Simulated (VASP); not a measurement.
# LiTi (P1) in VASP: further runs

Runs on LiTi. Level: PBE. Tasks: single point.

All numbers are computed with VASP 6.6.1; they aren't measurements. Logs are shortened: lines on timing, memory, paths and dates and some standing lists are left out, and cuts for length are marked.

### 1 The cell of the first run

The typed cell holds 2 atoms: a = 2.775 Å, b = 2.775 Å, c = 3.574 Å, α = 90.00°, β = 90.00°, γ = 90.00°.

### 2 Single point, PBE

INCAR reads:

```
SYSTEM = LiTi
PREC = Accurate
ENCUT = 520
EDIFF = 1E-7
ISMEAR = 1
SIGMA = 0.05
LREAL = .FALSE.
LASPH = .TRUE.
NELM = 60
ALGO = Normal
ISIF = 2
LWAVE = .FALSE.
LCHARG = .FALSE.
GGA = PE
NBANDS = 14
```

KPOINTS reads:

```
regular mesh
0
G
  7 7 6
  0 0 0
```

POSCAR reads:

```
LiTi
1.0
    2.7746285800      0.0000000000      0.0000000000
    0.0000000000      2.7746285800      0.0000000000
    0.0000000000      0.0000000000      3.5740219900
Li Ti
1 1
Direct
    0.4900620000      0.4939670000      0.0002910000
    0.5152780000      0.4927800000      0.5148310000
```

Potentials or basis: VASP PAW PBE potentials, release 64 (Li_sv, Ti_sv).

The run is started by

```bash
> cat potpaw_PBE.64/Li_sv/POTCAR potpaw_PBE.64/Ti_sv/POTCAR > POTCAR
> mpirun -np 1 vasp_std > vasp.out
```

OUTCAR:

```text
SYSTEM = LiTi
   PREC = Accurate
   ENCUT = 520
   EDIFF = 1E-7
   ISMEAR = 1
   LREAL = .FALSE.
   LASPH = .TRUE.
   NELM = 60
   ISIF = 2
   GGA = PE

 ion  position               nearest neighbor table
   1  0.490  0.494  0.000-   2 1.74   2 1.84
   2  0.515  0.493  0.515-   1 1.74   1 1.84

  LATTYP: Found a simple tetragonal cell.
 ALAT       =     2.7746285800
 C/A-ratio  =     1.2881082592

  Lattice vectors:

 A1 = (   2.7746285800,   0.0000000000,   0.0000000000)
 A2 = (   0.0000000000,   2.7746285800,   0.0000000000)
 A3 = (   0.0000000000,   0.0000000000,   3.5740219900)

Analysis of symmetry for initial positions (statically):
=====================================================================
 Subroutine PRICEL returns:
 Original cell was already a primitive cell.

 Routine SETGRP: Setting up the symmetry group for a
 simple tetragonal supercell.

 Subroutine GETGRP returns: Found  1 space group operations
 (whereof  1 operations were pure point group operations)
 out of a pool of 16 trial point group operations.

The static configuration has the point symmetry C_1 .

Analysis of symmetry for dynamics (positions and initial velocities):
=====================================================================
 Subroutine PRICEL returns:
 Original cell was already a primitive cell.

 Routine SETGRP: Setting up the symmetry group for a
 simple tetragonal supercell.

 Subroutine GETGRP returns: Found  1 space group operations
 (whereof  1 operations were pure point group operations)
 out of a pool of 16 trial point group operations.

The dynamic configuration has the point symmetry C_1 .

 Subroutine INISYM returns: Found  1 space group operations
 (whereof  1 operations are pure point group operations),
 and found     1 'primitive' translations

----------------------------------------------------------------------------------------

                                     Primitive cell

  volume of cell :      27.5148

  direct lattice vectors                    reciprocal lattice vectors
     2.774628580  0.000000000  0.000000000     0.360408599  0.000000000  0.000000000
     0.000000000  2.774628580  0.000000000     0.000000000  0.360408599  0.000000000
     0.000000000  0.000000000  3.574021990     0.000000000  0.000000000  0.279796824

  length of vectors
     2.774628580  2.774628580  3.574021990     0.360408599  0.360408599  0.279796824

[... 83 lines left out ...]
   NSW    =      0    number of steps for IOM
   IBRION =     -1    ionic relax: 0-MD 1-quasi-New 2-CG
   NFREE  =      0    steps in history (QN), initial steepest desc. (CG)
   ISIF   =      2    stress and relaxation
   ISYM   =      2    0-nonsym 1-usesym 2-fastsym
   POTIM  = 0.5000    time-step for ionic-motion
   TEBEG  =    0.0;   TEEND  =   0.0 temperature during run
   PSTRESS=    0.0 pullay stress
   NELECT =      15.0000    total number of electrons
   NUPDOWN=      -1.0000    fix difference up-down
   EMIN   =  10.00;   EMAX   =-10.00  energy-range for DOS
   EFERMI =   0.00;   METHOD = LEGACY
   ISMEAR =     1;   SIGMA  =   0.05  broadening in eV -4-tet -1-fermi 0-gaus
   EFERMI_NEDOS =   21; number of points for ismear=-14 and -15
   IALGO  =     38    algorithm
   IMIX   =      4    mixing-type and parameters
     AMIX     =   0.40;   BMIX     =  1.00
     AMIX_MAG =   1.60;   BMIX_MAG =  1.00
  volume/ion in A,a.u.               =      13.76        92.84
  Fermi-wavevector in a.u.,A,eV,Ry     =   1.337364  2.527251 24.334595  1.788542
  Thomas-Fermi vector in A             =   2.465918
   LORBIT       =      0    0 simple, 1 ext, 2 COOP (PROOUT), +10 PAW based schemes
   GGA     = PE    functional components
   LHFCALC =     F    Hartree Fock is set to
   AEXX    =    0.0000 exact exchange contribution
   IVDW    =     0    specifies the selected vdW correction
   LEPSILON=     F    determine dielectric tensor
   LRPA    =     F    only Hartree local field effects (RPA)
 non-spin polarized calculation
 Methfessel and Paxton  Order N= 1 SIGMA  =   0.05
  energy-cutoff  :      520.00
  volume of cell :       27.51
 maximum number of plane-waves:       756
 NGX is ok and might be reduce to    24
   NGX = 11   NGY = 11   NGZ = 13

 number of electron      15.0000001 magnetization

 Free energy of the ion-electron system (eV)
  ---------------------------------------------------
  ext. energy  EPLUGINS =         0.00000000
  ---------------------------------------------------
  free energy    TOTEN  =        -4.66240596 eV

  energy without entropy =       -4.66277087  energy(sigma->0) =       -4.66252760

 E-fermi :   6.3910     XC(G=0): -10.4274

 val. band max:        6.3532267305   @ k =   0.1429  -0.1429   0.1667
 cond. band min:       6.4002949572   @ k =   0.2857   0.2857   0.1667
 fundamental gap:      0.0470682267
 Fermi energy:         6.3909734110

 k-point     1 :       0.0000    0.0000    0.0000
  band No.  band energies     occupation
      1     -50.4523      2.00000
      2     -42.2682      2.00000
      3     -27.3383      2.00000
      4     -26.1630      2.00000
      5     -26.1599      2.00000
      6       1.2171      2.00000
      7       5.5437      2.00000
      8       6.3405      2.05217
      9       8.3539      0.00000
     10       8.3650      0.00000
     11       9.8790      0.00000
     12      10.7775      0.00000
     13      16.4924      0.00000
     14      16.5339      0.00000
[... 377 lines left out ...]
      1     -50.3218      2.00000
      2     -42.2379      2.00000
      3     -27.2233      2.00000
      4     -26.6177      2.00000
      5     -26.6132      2.00000
      6       4.5212      2.00000
      7       6.5147     -0.00260
      8       6.5922     -0.00000
      9       7.6496      0.00000
     10       8.0498      0.00000
     11       8.5295      0.00000
     12      10.8257      0.00000
     13      15.3099      0.00000
     14      17.4010      0.00000

 [... further k-points ...]
[... 5 lines left out ...]
  --------------------------------------------------------------------------------------
  -------------------------------------------------------------------------------------
  Total       -2.5136708     -2.5576781     15.9611241     -0.0029190      0.0033804     -0.0725806
  in kB     -146.3699900   -148.9325175    929.4095383     -0.1699700      0.1968415     -4.2263368
  external PRESSURE =     211.3690103 kB  Pullay stress =       0.0000000 kB

 VOLUME and BASIS-vectors are now :
 -----------------------------------------------------------------------------
  energy-cutoff  :      520.00
  volume of cell :       27.51
      direct lattice vectors                 reciprocal lattice vectors
     2.774628580  0.000000000  0.000000000     0.360408599  0.000000000  0.000000000
     0.000000000  2.774628580  0.000000000     0.000000000  0.360408599  0.000000000
     0.000000000  0.000000000  3.574021990     0.000000000  0.000000000  0.279796824

 POSITION                                       TOTAL-FORCE (eV/Angst)
 -----------------------------------------------------------------------------------
      1.35974      1.37057      0.00104        -0.580539      0.027544      1.056166
      1.42971      1.36728      1.84002         0.580539     -0.027544     -1.056166
 -----------------------------------------------------------------------------------
    total drift:                               -0.000016      0.000258      0.006370

  FREE ENERGIE OF THE ION-ELECTRON SYSTEM (eV)
  ---------------------------------------------------
  free  energy   TOTEN  =        -4.6624059622 eV

  energy  without entropy=       -4.6627708726  energy(sigma->0) =       -4.66252760
```

OSZICAR:

```text
N       E                     dE             d eps       ncg     rms          rms(c)
DAV:   1     0.131295364573E+03    0.13130E+03   -0.77488E+03  4144   0.124E+03
DAV:   2     0.880770225465E+01   -0.12249E+03   -0.11737E+03  4312   0.338E+02
DAV:   3    -0.487418690311E+01   -0.13682E+02   -0.12930E+02  8000   0.861E+01
DAV:   4    -0.526114352673E+01   -0.38696E+00   -0.38364E+00  4286   0.168E+01
DAV:   5    -0.527218883544E+01   -0.11045E-01   -0.11044E-01  6220   0.230E+00    0.731E+00
DAV:   6    -0.466511211691E+01    0.60708E+00   -0.23494E+00  4568   0.189E+01    0.210E+00
DAV:   7    -0.464421075917E+01    0.20901E-01   -0.18241E-01  5174   0.519E+00    0.159E+00
DAV:   8    -0.466285148194E+01   -0.18641E-01   -0.68075E-02  5096   0.212E+00    0.350E-01
DAV:   9    -0.466183217727E+01    0.10193E-02   -0.54528E-03  5040   0.733E-01    0.197E-01
DAV:  10    -0.466239740710E+01   -0.56523E-03   -0.10806E-03  4354   0.351E-01    0.210E-02
DAV:  11    -0.466240445302E+01   -0.70459E-05   -0.11064E-04  5644   0.975E-02    0.222E-02
DAV:  12    -0.466240539431E+01   -0.94129E-06   -0.11128E-05  4462   0.366E-02    0.557E-03
DAV:  13    -0.466240568762E+01   -0.29330E-06   -0.53016E-07  5540   0.822E-03    0.248E-03
DAV:  14    -0.466240596107E+01   -0.27346E-06   -0.21604E-07  4500   0.492E-03    0.336E-04
DAV:  15    -0.466240596222E+01   -0.11498E-08   -0.73276E-09  2666   0.939E-04
   1 F= -.46624060E+01 E0= -.46625276E+01  d E =0.364910E-03
```

stdout:

```text
POSCAR found type information on POSCAR LiTi
 POSCAR found :  2 types and       2 ions
 scaLAPACK will be used
 LDA part: xc-table for (Slater+PW92), standard interpolation
 POSCAR, INCAR and KPOINTS ok, starting setup
 FFT: planning ... GRIDC
 FFT: planning ... GRID_SOFT
 FFT: planning ... GRID
 WAVECAR not read
 entering main loop
```

It took 18 s on 1 thread of Intel Xeon 6975P-C (Granite Rapids), shared host; peak memory 0.18 GiB.

What came out:

```
Free energy   : -4.6624 eV
Largest force : 1.206 eV/Å
```

Forces on the atoms (eV/Å):
```
Li  -0.581  0.028  1.056
Ti   0.581 -0.028 -1.056
```

Levels at points of the mesh, in eV from the Fermi level:
| k point | band 5 | band 6 | band 7 | band 8 | band 9 | band 10 |
| --- | --- | --- | --- | --- | --- | --- |
| (0.00, 0.00, 0.00) | -32.55 | -5.17 | -0.85 | -0.05 | 1.96 | 1.97 |
| (0.00, 0.00, 0.50) | -32.55 | -3.21 | -1.73 | -0.67 | -0.40 | 1.21 |

Caveat: the cutoff is under 1.25 times the usual one of these potentials, so pressure, stress and relaxed cells hold a basis-set (Pulay) error; forces of over 1 eV/Å act on the atoms, so gaps and moduli don't describe the material at rest.

### 3 Single point, PBE

INCAR reads:

```
  PREC = Accurate
  ENCUT = 520
  EDIFF = 1E-6
  ISMEAR = 1
  SIGMA = 0.05
  LREAL = F
  LASPH = T
  NELM = 60
  ALGO = Fast
  ISIF = 2
  LWAVE = F
  LCHARG = F
  GGA = PE
  NBANDS = 14
```

KPOINTS reads:

```
Automatic mesh
0
Gamma
  9 9 7
```

POSCAR is that of step 2.

Potentials or basis: VASP PAW PBE potentials, release 64 (Li_sv, Ti_sv).

The run is started by

```bash
> cat potpaw_PBE.64/Li_sv/POTCAR potpaw_PBE.64/Ti_sv/POTCAR > POTCAR
> mpirun -np 1 vasp_std > vasp.out
```

Wall time 2 min (1 thread of Intel Xeon 6975P-C (Granite Rapids), shared host); peak memory 0.23 GiB.

The run converged. Its results:

* Free energy: -4.6419 eV
* Largest force: 1.224 eV/Å

Forces on the atoms (eV/Å):
```
Li  -0.538  0.025  1.099
Ti   0.538 -0.025 -1.099
```

Levels at points of the mesh, in eV from the Fermi level:
| k point | band 4 | band 5 | band 6 | band 7 | band 8 | band 9 | band 10 | band 11 | band 12 | band 13 |
| --- | --- | --- | --- | --- | --- | --- | --- | --- | --- | --- |
| (0.00, 0.00, 0.00) | -32.58 | -32.58 | -5.16 | -0.88 | -0.01 | 1.98 | 1.99 | 3.45 | 4.42 | 10.17 |

Caveat: the cutoff is under 1.25 times the usual one of these potentials, so pressure, stress and relaxed cells hold a basis-set (Pulay) error; forces of over 1 eV/Å act on the atoms, so gaps and moduli don't describe the material at rest.
